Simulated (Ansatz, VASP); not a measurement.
**Two plane-wave programs on Al5GaN6**

```xyz
12
Lattice="3.3420 0.0000 0.0000 -1.6710 2.8942 0.0000 0.0000 0.0000 16.3722" Properties=species:S:1:pos:R:3 pbc="T T T"
Al    0.0000    1.9295   13.6435
Al    1.6710    0.9647   10.9148
Al    0.0000    1.9295    5.4574
Al    1.6710    0.9647    2.7287
Al    0.0000    0.0000    0.0000
Ga    0.0000    0.0000    8.1861
N     1.6710    0.9647   15.0078
N     0.0000    0.0000   12.2791
N     0.0000    1.9295    9.5504
N     1.6710    0.9647    6.8217
N     0.0000    0.0000    4.0930
N     0.0000    1.9295    1.3643
```

Alike in both runs: task relaxation of cell and atoms; functional PBE; k mesh 6 × 6 × 1; occupations gaussian, width 0.1 eV; no spin polarisation.

|  | VASP | Ansatz |
| --- | --- | --- |
| version | VASP 6.6.1 | Ansatz 0.2.0 |
| potentials or method | VASP PAW PBE potentials, release 64 (Al, Ga_d, N), cutoff 600 eV | scalar-relativistic, plane waves, PAW |
| valence electrons in the cell | 58 | 58 |

|  | VASP | Ansatz | Ansatz less VASP |
| --- | --- | --- | --- |
| gap on the k mesh at the Fermi level, each at its own relaxed structure (eV) | 3.17 | 3.18 | +0.010 |
| relaxed volume (Å³/atom) | 8.63 | 8.64 | +0.011 |
| relaxed cell length with the largest relative difference (Å) | 14.218 | 14.226 | +0.0073 |

Noted on VASP's run: the volume moved by over 15 % at a fixed basis, so the end points are rough.
